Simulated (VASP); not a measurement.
## Si16B (a cell with a defect): single point with PBE

The system is Si16B (a cell with a defect).

```
Si B
1.0
     0.00000    5.43000    5.43000
     5.43000    0.00000    5.43000
     5.43000    5.43000    0.00000
Si B
16 1
Direct
  0.99890 0.99915 0.00276
  0.12261 0.12242 0.12770
  0.99920 0.99957 0.49969
  0.12336 0.12447 0.62676
  0.01115 0.49626 0.99641
  0.12260 0.62718 0.12793
  0.99930 0.50070 0.50006
  0.12274 0.62730 0.62234
  0.49667 0.00970 0.99705
  0.62690 0.12253 0.12818
  0.49964 0.99982 0.50041
  0.62687 0.12286 0.62261
  0.49697 0.49696 0.99785
  0.62781 0.62623 0.12142
  0.49781 0.49807 0.50562
  0.62676 0.62722 0.62295
  0.38389 0.37747 0.86594
```

```yaml
Program: VASP 6.6.1
Task: single point
Functional: PBE
Potentials_or_basis: VASP PAW PBE potentials, release 64 (Si, B)
Cutoff: 520 eV
k_mesh: 2 × 2 × 2
Occupations: gaussian, width 0.05 eV
Spin: collinear spin
Starting_moments: "[0.0, 0.0, 0.0, 0.0, 0.0, 0.0, 0.0, 0.0, 0.0, 0.0, 0.0, 0.0, 0.0, 0.0, 0.0, 0.0, 1.0] μB"
```

The pressure is 3.1 GPa and the largest force is 0.021 eV/Å. The net moment is 0.00 μB per cell and the valence electrons inside the program's atomic spheres are Si 1.70, 1.69, 1.68, 1.67 (each value once); B 1.59.

Forces on the atoms (eV/Å):
```
Si  -0.003  0.010  0.007
Si   0.014 -0.004  0.006
Si  -0.007  0.003 -0.002
Si  -0.007 -0.008  0.016
Si  -0.004 -0.002  0.003
Si  -0.003 -0.004 -0.021
Si   0.003  0.005  0.005
Si   0.007  0.003 -0.013
Si  -0.004 -0.002 -0.005
Si   0.006  0.001 -0.012
Si   0.003  0.007 -0.003
Si  -0.001 -0.003 -0.004
Si   0.005 -0.001  0.009
Si  -0.006  0.016  0.012
Si  -0.006 -0.012  0.009
Si  -0.002 -0.003  0.002
B    0.007 -0.005 -0.010
```

Levels at points of the mesh, in eV from the Fermi level:
Spin up:
| k point | band 31 | band 32 | band 33 | band 34 | band 35 | band 36 |
| --- | --- | --- | --- | --- | --- | --- |
| (0.00, 0.00, 0.00) | -0.39 | -0.38 | -0.38 | 0.12 | 0.17 | 0.21 |
| (0.50, 0.00, 0.00) | -1.22 | -1.08 | -1.07 | -0.12 | 1.01 | 1.07 |
| (0.00, 0.50, 0.00) | -1.22 | -1.07 | -1.06 | -0.15 | 0.98 | 1.08 |
| (0.00, 0.00, 0.50) | -1.23 | -1.07 | -1.05 | -0.20 | 0.98 | 1.04 |
| (0.50, 0.50, 0.50) | -1.22 | -1.07 | -1.05 | -0.17 | 0.97 | 1.07 |
| (0.50, 0.50, 0.00) | -1.72 | -1.63 | -0.68 | 0.31 | 1.05 | 1.16 |
| (0.00, 0.50, 0.50) | -1.72 | -1.63 | -0.67 | 0.30 | 1.04 | 1.16 |
| (0.50, 0.00, 0.50) | -1.73 | -1.63 | -0.67 | 0.30 | 1.03 | 1.16 |
Spin down:
| k point | band 31 | band 32 | band 33 | band 34 | band 35 | band 36 |
| --- | --- | --- | --- | --- | --- | --- |
| (0.00, 0.00, 0.00) | -0.39 | -0.38 | -0.38 | 0.12 | 0.17 | 0.21 |
| (0.50, 0.00, 0.00) | -1.22 | -1.08 | -1.07 | -0.12 | 1.01 | 1.07 |
| (0.00, 0.50, 0.00) | -1.22 | -1.07 | -1.06 | -0.15 | 0.98 | 1.08 |
| (0.00, 0.00, 0.50) | -1.23 | -1.07 | -1.05 | -0.20 | 0.98 | 1.04 |
| (0.50, 0.50, 0.50) | -1.22 | -1.07 | -1.05 | -0.17 | 0.97 | 1.07 |
| (0.50, 0.50, 0.00) | -1.72 | -1.63 | -0.68 | 0.31 | 1.05 | 1.16 |
| (0.00, 0.50, 0.50) | -1.72 | -1.63 | -0.67 | 0.30 | 1.04 | 1.16 |
| (0.50, 0.00, 0.50) | -1.73 | -1.63 | -0.67 | 0.30 | 1.03 | 1.16 |

Wall time 4.7 min on 1 thread of Intel(R) Xeon(R) 6975P-C (Granite Rapids), on a shared host, peak memory 0.7 GiB.

Caveat: the k points lie up to 0.50 Å⁻¹ apart.
